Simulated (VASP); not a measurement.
# AgCl in VASP: further runs

The runs below take AgCl through single point, with PBE.

Program: VASP 6.6.1. These are calculated values, not measurements. Logs are shortened: lines on timing, memory, paths and dates and some standing lists are left out, and cuts for length are marked.

## 1. The cell of the first run

The structure is cubic, space group Fm-3m (No. 225). The conventional cell has a = 5.612 Å, b = 5.612 Å, c = 5.612 Å, α = 90.00°, β = 90.00°, γ = 90.00°. Within 3.7 Å of Ag (site symmetry m-3m) lie 6 Cl at 2.81 Å. Cl (site symmetry m-3m) has 6 Ag at 2.81 Å within 3.7 Å.

## 2. Single point, PBE

INCAR

```
PREC = Accurate ; ENCUT = 520
EDIFF = 1E-6 ; ISMEAR = 0
SIGMA = 0.02 ; LREAL = F
LASPH = T ; NELM = 100
ALGO = Normal ; ISIF = 2
LWAVE = F ; LCHARG = F
GGA = PE ; NBANDS = 16
```

KPOINTS

```
regular mesh
0
Gamma
  8 8 8
```

POSCAR

```
AgCl
1.0
    0.0000000000      2.8058942796      2.8058942796
    2.8058942796      0.0000000000      2.8058942796
    2.8058942796      2.8058942796      0.0000000000
Ag Cl
1 1
Direct
    0.0000000000      0.0000000000      0.0000000000
    0.5000000000      0.5000000000      0.5000000000
```

Potentials or basis: VASP PAW PBE potentials, release 64 (Ag, Cl).

Started as:

```console
$ cat potpaw_PBE.64/Ag/POTCAR potpaw_PBE.64/Cl/POTCAR > POTCAR
$ mpirun -np 1 vasp_std > vasp.out
```

OUTCAR:

```text
PREC = Accurate
   ENCUT = 520
   EDIFF = 1E-6
   ISMEAR = 0
   LREAL = F
   LASPH = T
   NELM = 100
   ISIF = 2
   GGA = PE

 ion  position               nearest neighbor table
   1  0.000  0.000  0.000-   2 2.81   2 2.81   2 2.81   2 2.81   2 2.81   2 2.81
   2  0.500  0.500  0.500-   1 2.81   1 2.81   1 2.81   1 2.81   1 2.81   1 2.81

  LATTYP: Found a face centered cubic cell.
 ALAT       =     5.6117885592

  Lattice vectors:

 A1 = (   0.0000000000,   2.8058942796,   2.8058942796)
 A2 = (   2.8058942796,   0.0000000000,   2.8058942796)
 A3 = (   2.8058942796,   2.8058942796,   0.0000000000)

Analysis of symmetry for initial positions (statically):
=====================================================================
 Subroutine PRICEL returns:
 Original cell was already a primitive cell.

 Routine SETGRP: Setting up the symmetry group for a
 face centered cubic supercell.

 Subroutine GETGRP returns: Found 48 space group operations
 (whereof 48 operations were pure point group operations)
 out of a pool of 48 trial point group operations.

The static configuration has the point symmetry O_h .

Analysis of symmetry for dynamics (positions and initial velocities):
=====================================================================
 Subroutine PRICEL returns:
 Original cell was already a primitive cell.

 Routine SETGRP: Setting up the symmetry group for a
 face centered cubic supercell.

 Subroutine GETGRP returns: Found 48 space group operations
 (whereof 48 operations were pure point group operations)
 out of a pool of 48 trial point group operations.

The dynamic configuration has the point symmetry O_h .

 Subroutine INISYM returns: Found 48 space group operations
 (whereof 48 operations are pure point group operations),
 and found     1 'primitive' translations

----------------------------------------------------------------------------------------

                                     Primitive cell

  volume of cell :      44.1819

  direct lattice vectors                    reciprocal lattice vectors
     0.000000000  2.805894280  2.805894280    -0.178196308  0.178196308  0.178196308
     2.805894280  0.000000000  2.805894280     0.178196308 -0.178196308  0.178196308
     2.805894280  2.805894280  0.000000000     0.178196308  0.178196308 -0.178196308

  length of vectors
     3.968133745  3.968133745  3.968133745     0.308645058  0.308645058  0.308645058

  position of ions in fractional coordinates (direct lattice)
     0.000000000  0.000000000  0.000000000
     0.500000000  0.500000000  0.500000000

  ion indices of the primitive-cell ions
   primitive index   ion index
                 1           1
                 2           2

----------------------------------------------------------------------------------------

 KPOINTS: regular mesh

Automatic generation of k-mesh.
 Grid dimensions read from file:
 generate k-points for:    8    8    8

 Generating k-lattice:

  Cartesian coordinates                     Fractional coordinates (reciprocal lattice)
    -0.022274538  0.022274538  0.022274538     0.125000000  0.000000000  0.000000000
     0.022274538 -0.022274538  0.022274538     0.000000000  0.125000000  0.000000000
     0.022274538  0.022274538 -0.022274538     0.000000000  0.000000000  0.125000000

  Length of vectors
     0.038580632  0.038580632  0.038580632

  Shift w.r.t. Gamma in fractional coordinates (k-lattice)
     0.000000000  0.000000000  0.000000000

 Subroutine IBZKPT returns following result:
 ===========================================

 Found     29 irreducible k-points:

 Following reciprocal coordinates:
            Coordinates               Weight
  0.000000  0.000000  0.000000      1.000000
  0.125000  0.000000  0.000000      8.000000
  0.250000  0.000000  0.000000      8.000000
  0.375000  0.000000  0.000000      8.000000
  0.500000  0.000000  0.000000      4.000000
  0.125000  0.125000  0.000000      6.000000
[... 16 lines left out ...]
  0.500000  0.250000  0.125000     48.000000
 -0.375000  0.250000  0.125000     24.000000
 [... further k-points ...]
   k-points           NKPTS =     29   k-points in BZ     NKDIM =     29   number of bands    NBANDS=     16
   number of dos      NEDOS =    301   number of ions     NIONS =      2
   total plane-waves  NPLWV =  27000
   dimension x,y,z NGX =    30 NGY =   30 NGZ =   30
   dimension x,y,z NGXF=    60 NGYF=   60 NGZF=   60
   ions per type =               1   1
   NGX,Y,Z   is equivalent  to a cutoff of  12.57, 12.57, 12.57 a.u.
   NGXF,Y,Z  is equivalent  to a cutoff of  25.14, 25.14, 25.14 a.u.
 SYSTEM =  unknown system
   PREC   = accura    normal or accurate (medium, high low for compatibility)
   ISTART =      0    job   : 0-new  1-cont  2-samecut
   ICHARG =      2    charge: 1-file 2-atom 10-const
   ISPIN  =      1    spin polarized calculation?
   LNONCOLLINEAR =      F non collinear calculations
   LSORBIT =      F    spin-orbit coupling
   LASPH  =      T    aspherical Exc in radial PAW
   ENCUT  =  520.0 eV  38.22 Ry    6.18 a.u.   7.38  7.38  7.38*2*pi/ulx,y,z
   NELM   =    100;   NELMIN=  2; NELMDL= -5     # of ELM steps
   EDIFF  = 0.1E-05   stopping-criterion for ELM
   LREAL  =      F    real-space projection
   EDIFFG = 0.1E-04   stopping-criterion for IOM
   NSW    =      0    number of steps for IOM
   IBRION =     -1    ionic relax: 0-MD 1-quasi-New 2-CG
   NFREE  =      0    steps in history (QN), initial steepest desc. (CG)
   ISIF   =      2    stress and relaxation
   ISYM   =      2    0-nonsym 1-usesym 2-fastsym
   POTIM  = 0.5000    time-step for ionic-motion
   TEBEG  =    0.0;   TEEND  =   0.0 temperature during run
   PSTRESS=    0.0 pullay stress
   NELECT =      18.0000    total number of electrons
   NUPDOWN=      -1.0000    fix difference up-down
   EMIN   =  10.00;   EMAX   =-10.00  energy-range for DOS
   EFERMI =   0.00;   METHOD = LEGACY
   ISMEAR =     0;   SIGMA  =   0.02  broadening in eV -4-tet -1-fermi 0-gaus
   EFERMI_NEDOS =   21; number of points for ismear=-14 and -15
   IALGO  =     38    algorithm
   IMIX   =      4    mixing-type and parameters
     AMIX     =   0.40;   BMIX     =  1.00
     AMIX_MAG =   1.60;   BMIX_MAG =  1.00
  volume/ion in A,a.u.               =      22.09       149.08
  Fermi-wavevector in a.u.,A,eV,Ry     =   1.213625  2.293418 20.039812  1.472885
  Thomas-Fermi vector in A             =   2.349071
   LORBIT       =      0    0 simple, 1 ext, 2 COOP (PROOUT), +10 PAW based schemes
   GGA     = PE    functional components
   LHFCALC =     F    Hartree Fock is set to
   AEXX    =    0.0000 exact exchange contribution
   IVDW    =     0    specifies the selected vdW correction
   LEPSILON=     F    determine dielectric tensor
   LRPA    =     F    only Hartree local field effects (RPA)
 non-spin polarized calculation
 Gauss-broadening in eV      SIGMA  =   0.02
  energy-cutoff  :      520.00
  volume of cell :       44.18
 maximum number of plane-waves:      1243
 NGX is ok and might be reduce to    30
   NGX = 15   NGY = 15   NGZ = 15

 number of electron      17.9999995 magnetization

 Free energy of the ion-electron system (eV)
  ---------------------------------------------------
  ext. energy  EPLUGINS =         0.00000000
  ---------------------------------------------------
  free energy    TOTEN  =        -5.40121384 eV

  energy without entropy =       -5.40121384  energy(sigma->0) =       -5.40121384

 E-fermi :   3.5433     XC(G=0):  -9.7815

 val. band max:        3.3786982598   @ k =   0.5000   0.0000   0.0000
 cond. band min:       4.2990038296   @ k =   0.0000   0.0000   0.0000
 fundamental gap:      0.9203055698
 Fermi energy:         3.5432656651

 k-point     1 :       0.0000    0.0000    0.0000
  band No.  band energies     occupation
      1     -11.5379      2.00000
      2       1.0755      2.00000
      3       1.0755      2.00000
      4       1.0755      2.00000
      5       1.1147      2.00000
      6       1.1147      2.00000
[... 8 lines left out ...]
     15      16.4877      0.00000
     16      16.4877      0.00000

 k-point     2 :       0.1250    0.0000    0.0000
  band No.  band energies     occupation
      1     -11.4836      2.00000
      2       0.4112      2.00000
      3       0.4636      2.00000
      4       0.4636      2.00000
      5       1.1255      2.00000
      6       1.1255      2.00000
[... 8 lines left out ...]
     15      15.3545      0.00000
     16      16.0275      0.00000

 k-point     3 :       0.2500    0.0000    0.0000
  band No.  band energies     occupation
      1     -11.3475      2.00000
      2      -0.5665      2.00000
      3      -0.0822      2.00000
      4      -0.0822      2.00000
      5       1.2405      2.00000
      6       1.2405      2.00000
[... 8 lines left out ...]
     15      15.6442      0.00000
     16      15.8711      0.00000

 k-point     4 :       0.3750    0.0000    0.0000
  band No.  band energies     occupation
      1     -11.2036      2.00000
      2      -1.3022      2.00000
      3      -0.4304      2.00000
      4      -0.4304      2.00000
      5       1.3597      2.00000
      6       1.3597      2.00000
[... 8 lines left out ...]
     15      16.5208      0.00000
     16      16.5208      0.00000
[... 324 lines left out ...]
 k-point    22 :       0.3750    0.2500    0.1250
  band No.  band energies     occupation
      1     -11.2642      2.00000
      2      -0.9264      2.00000
      3      -0.1609      2.00000
      4       0.2017      2.00000
      5       1.1614      2.00000
      6       1.3476      2.00000
[... 8 lines left out ...]
     15      17.4824      0.00000
     16      18.6066      0.00000

 k-point    23 :       0.5000    0.2500    0.1250
  band No.  band energies     occupation
      1     -11.1612      2.00000
      2      -1.1179      2.00000
      3      -0.4384      2.00000
      4      -0.1832      2.00000
      5       1.2704      2.00000
      6       1.4179      2.00000
[... 8 lines left out ...]
     15      17.7016      0.00000
     16      18.3879      0.00000

 k-point    24 :      -0.3750    0.2500    0.1250
  band No.  band energies     occupation
      1     -11.1175      2.00000
      2      -1.1731      2.00000
      3      -0.4757      2.00000
      4      -0.4395      2.00000
      5       1.3503      2.00000
      6       1.4132      2.00000
[... 8 lines left out ...]
     15      16.7969      0.00000
     16      18.2464      0.00000

 [... further k-points ...]

------------------------ aborting loop because EDIFF is reached ----------------------------------------

  FORCE on cell =-STRESS in cart. coord.  units (eV):
  Direction    XX          YY          ZZ          XY          YZ          ZX
  --------------------------------------------------------------------------------------
  -------------------------------------------------------------------------------------
  Total       -0.0367605     -0.0367605     -0.0367605      0.0000000      0.0000000      0.0000000
  in kB       -1.3330555     -1.3330555     -1.3330555      0.0000000      0.0000000      0.0000000
  external PRESSURE =      -1.3330555 kB  Pullay stress =       0.0000000 kB

 VOLUME and BASIS-vectors are now :
 -----------------------------------------------------------------------------
  energy-cutoff  :      520.00
  volume of cell :       44.18
      direct lattice vectors                 reciprocal lattice vectors
     0.000000000  2.805894280  2.805894280    -0.178196308  0.178196308  0.178196308
     2.805894280  0.000000000  2.805894280     0.178196308 -0.178196308  0.178196308
     2.805894280  2.805894280  0.000000000     0.178196308  0.178196308 -0.178196308

 POSITION                                       TOTAL-FORCE (eV/Angst)
 -----------------------------------------------------------------------------------
      0.00000      0.00000      0.00000         0.000000      0.000000      0.000000
      2.80589      2.80589      2.80589         0.000000     -0.000000     -0.000000
 -----------------------------------------------------------------------------------
    total drift:                               -0.000000      0.000000      0.000000

  FREE ENERGIE OF THE ION-ELECTRON SYSTEM (eV)
  ---------------------------------------------------
  free  energy   TOTEN  =        -5.4012138446 eV

  energy  without entropy=       -5.4012138446  energy(sigma->0) =       -5.40121384
```

Wall time 9.1 s (1 thread of Intel Xeon 6975P-C (Granite Rapids), shared host); peak memory 0.17 GiB.

Results:

* Free energy: -5.4012 eV
* Pressure: -0.1 GPa
* Band gap on the k mesh: 0.92 eV, indirect (least direct gap 3.08 eV)

A k mesh can miss the band edges.

(Continued in part 2 of 2.)
